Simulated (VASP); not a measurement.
# Hg (Fd-3m) in VASP: single point with PBEsol

Aim: the single point of Hg with PBEsol.

All numbers are computed with VASP 6.6.1; they aren't measurements. Logs are shortened: lines on timing, memory, paths and dates and some standing lists are left out, and cuts for length are marked.

## 1. The cell of the first run

It takes space group Fd-3m (No. 227, cubic). Conventional cell: a = 5.901 Å, b = 5.901 Å, c = 5.901 Å, α = 90.00°, β = 90.00°, γ = 90.00°. Hg (site symmetry -43m) has 4 Hg at 2.56 Å within 3.4 Å.

## 2. Single point, PBEsol

File INCAR:

```
PREC = Accurate ; ENCUT = 550
EDIFF = 1E-6 ; ISMEAR = -1
SIGMA = 0.1 ; LREAL = F
LASPH = T ; NELM = 120
ALGO = Normal ; ISIF = 2
LWAVE = F ; LCHARG = F
GGA = PS ; NBANDS = 27
GGA_COMPAT = F
```

File KPOINTS:

```
regular mesh
0
Gamma
  7 7 7
```

File POSCAR:

```
Hg
1.0
    0.0000000000      2.9503083032      2.9503083032
    2.9503083032      0.0000000000      2.9503083032
    2.9503083032      2.9503083032      0.0000000000
Hg
2
Direct
    1.0000000000      1.0000000000      1.0000000000
    0.2500000000      0.2500000000      0.2500000000
```

Potentials or basis: VASP PAW PBE potentials, release 64 (Hg_sv_GW).

Command:

```console
$ cat potpaw_PBE.64/Hg_sv_GW/POTCAR > POTCAR
$ mpirun -np 1 vasp_std > vasp.out
```

OUTCAR:

```text
PREC = Accurate
   ENCUT = 550
   EDIFF = 1E-6
   ISMEAR = -1
   LREAL = F
   LASPH = T
   NELM = 120
   ISIF = 2
   GGA = PS

 ion  position               nearest neighbor table
   1  0.000  0.000  0.000-   2 2.56   2 2.56   2 2.56   2 2.56
   2  0.250  0.250  0.250-   1 2.56   1 2.56   1 2.56   1 2.56

  LATTYP: Found a face centered cubic cell.
 ALAT       =     5.9006166064

  Lattice vectors:

 A1 = (   0.0000000000,   2.9503083032,   2.9503083032)
 A2 = (   2.9503083032,   0.0000000000,   2.9503083032)
 A3 = (   2.9503083032,   2.9503083032,   0.0000000000)

Analysis of symmetry for initial positions (statically):
=====================================================================
 Subroutine PRICEL returns:
 Original cell was already a primitive cell.

 Routine SETGRP: Setting up the symmetry group for a
 face centered cubic supercell.

 Subroutine GETGRP returns: Found 48 space group operations
 (whereof 24 operations were pure point group operations)
 out of a pool of 48 trial point group operations.

The static configuration has the point symmetry T_d .
 The point group associated with its full space group is O_h .

Analysis of symmetry for dynamics (positions and initial velocities):
=====================================================================
 Subroutine PRICEL returns:
 Original cell was already a primitive cell.

 Routine SETGRP: Setting up the symmetry group for a
 face centered cubic supercell.

 Subroutine GETGRP returns: Found 48 space group operations
 (whereof 24 operations were pure point group operations)
 out of a pool of 48 trial point group operations.

The dynamic configuration has the point symmetry T_d .
 The point group associated with its full space group is O_h .

 Subroutine INISYM returns: Found 48 space group operations
 (whereof 24 operations are pure point group operations),
 and found     1 'primitive' translations

----------------------------------------------------------------------------------------

                                     Primitive cell

  volume of cell :      51.3608

  direct lattice vectors                    reciprocal lattice vectors
     0.000000000  2.950308303  2.950308303    -0.169473814  0.169473814  0.169473814
     2.950308303  0.000000000  2.950308303     0.169473814 -0.169473814  0.169473814
[... 73 lines left out ...]
   ICHARG =      2    charge: 1-file 2-atom 10-const
   ISPIN  =      1    spin polarized calculation?
   LNONCOLLINEAR =      F non collinear calculations
   LSORBIT =      F    spin-orbit coupling
   LASPH  =      T    aspherical Exc in radial PAW
   ENCUT  =  550.0 eV  40.42 Ry    6.36 a.u.   7.98  7.98  7.98*2*pi/ulx,y,z
   NELM   =    120;   NELMIN=  2; NELMDL= -5     # of ELM steps
   EDIFF  = 0.1E-05   stopping-criterion for ELM
   LREAL  =      F    real-space projection
   EDIFFG = 0.1E-04   stopping-criterion for IOM
   NSW    =      0    number of steps for IOM
   IBRION =     -1    ionic relax: 0-MD 1-quasi-New 2-CG
   NFREE  =      0    steps in history (QN), initial steepest desc. (CG)
   ISIF   =      2    stress and relaxation
   ISYM   =      2    0-nonsym 1-usesym 2-fastsym
   POTIM  = 0.5000    time-step for ionic-motion
   TEBEG  =    0.0;   TEEND  =   0.0 temperature during run
   PSTRESS=    0.0 pullay stress
   NELECT =      40.0000    total number of electrons
   NUPDOWN=      -1.0000    fix difference up-down
   EMIN   =  10.00;   EMAX   =-10.00  energy-range for DOS
   EFERMI =   0.00;   METHOD = LEGACY
   ISMEAR =    -1;   SIGMA  =   0.10  broadening in eV -4-tet -1-fermi 0-gaus
   EFERMI_NEDOS =   21; number of points for ismear=-14 and -15
   IALGO  =     38    algorithm
   IMIX   =      4    mixing-type and parameters
     AMIX     =   0.40;   BMIX     =  1.00
     AMIX_MAG =   1.60;   BMIX_MAG =  1.00
  volume/ion in A,a.u.               =      25.68       173.30
  Fermi-wavevector in a.u.,A,eV,Ry     =   1.506205  2.846315 30.866906  2.268654
  Thomas-Fermi vector in A             =   2.616953
   LORBIT       =      0    0 simple, 1 ext, 2 COOP (PROOUT), +10 PAW based schemes
   GGA     = PS    functional components
   LHFCALC =     F    Hartree Fock is set to
   AEXX    =    0.0000 exact exchange contribution
   IVDW    =     0    specifies the selected vdW correction
   LEPSILON=     F    determine dielectric tensor
   LRPA    =     F    only Hartree local field effects (RPA)
 non-spin polarized calculation
  energy-cutoff  :      550.00
  volume of cell :       51.36
 maximum number of plane-waves:      1516
   NGX = 15   NGY = 15   NGZ = 15

 number of electron      39.9999983 magnetization

 Free energy of the ion-electron system (eV)
  ---------------------------------------------------
  ext. energy  EPLUGINS =         0.00000000
  ---------------------------------------------------
  free energy    TOTEN  =         0.10065655 eV

  energy without entropy =        0.12428646  energy(sigma->0) =        0.11247151

 E-fermi :   5.3760     XC(G=0): -10.7390

 val. band max:        5.2677819068   @ k =   0.2857   0.0000   0.0000
 cond. band min:       5.4331771278   @ k =  -0.4286   0.4286   0.0000
 fundamental gap:      0.1653952209
 Fermi energy:         5.3759624212

 k-point     1 :       0.0000    0.0000    0.0000
  band No.  band energies     occupation
      1    -110.4492      2.00000
      2    -110.4162      2.00000
      3     -58.8313      2.00000
      4     -58.8313      2.00000
      5     -58.8313      2.00000
      6     -58.6508      2.00000
[... 589 lines left out ...]
     26      15.7649      0.00000
     27      20.1508      0.00000

------------------------ aborting loop because EDIFF is reached ----------------------------------------

  FORCE on cell =-STRESS in cart. coord.  units (eV):
  Direction    XX          YY          ZZ          XY          YZ          ZX
  --------------------------------------------------------------------------------------
  -------------------------------------------------------------------------------------
  Total        6.3783755      6.3783755      6.3783755      0.0000000      0.0000000      0.0000000
  in kB      198.9703970    198.9703970    198.9703970      0.0000000      0.0000000      0.0000000
  external PRESSURE =     198.9703970 kB  Pullay stress =       0.0000000 kB

 VOLUME and BASIS-vectors are now :
 -----------------------------------------------------------------------------
  energy-cutoff  :      550.00
  volume of cell :       51.36
      direct lattice vectors                 reciprocal lattice vectors
     0.000000000  2.950308303  2.950308303    -0.169473814  0.169473814  0.169473814
     2.950308303  0.000000000  2.950308303     0.169473814 -0.169473814  0.169473814
     2.950308303  2.950308303  0.000000000     0.169473814  0.169473814 -0.169473814

 POSITION                                       TOTAL-FORCE (eV/Angst)
 -----------------------------------------------------------------------------------
      0.00000      0.00000      0.00000         0.000000      0.000000      0.000000
      1.47515      1.47515      1.47515        -0.000000     -0.000000     -0.000000
 -----------------------------------------------------------------------------------
    total drift:                               -0.000000      0.000000      0.000000

  FREE ENERGIE OF THE ION-ELECTRON SYSTEM (eV)
  ---------------------------------------------------
  free  energy   TOTEN  =         0.1006565520 eV

  energy  without entropy=        0.1242864590  energy(sigma->0) =        0.11247151
```

stdout:

```text
POSCAR found type information on POSCAR Hg
 POSCAR found :  1 types and       2 ions
 scaLAPACK will be used
 -----------------------------------------------------------------------------
|                                                                             |
|                                                                             |
|     You enforced a specific xc type in the INCAR file but a different       |
|     I HOPE YOU KNOW WHAT YOU ARE DOING!                                     |
|                                                                             |
 -----------------------------------------------------------------------------

 LDA part: xc-table for (Slater+PW92), standard interpolation
 POSCAR, INCAR and KPOINTS ok, starting setup
 FFT: planning ... GRIDC
 FFT: planning ... GRID_SOFT
 FFT: planning ... GRID
 WAVECAR not read
 entering main loop
```

It took 44 s on 1 thread of AMD EPYC 7R43 (Zen 3), shared host; peak memory 0.16 GiB.

What came out:

* Free energy: 0.1007 eV
* Pressure: 19.9 GPa
* Band gap on the k mesh: zero (bands 20 and 21 overlap by 6.71 eV)

Caveat: the cell stands under pressure; the PAW data sets were made with another functional, which shifts forces and pressure a little; spin-orbit coupling is left out, which moves the levels of the heavy elements.

The gap in the log of VASP goes by the Fermi energy; the results here count the filled bands.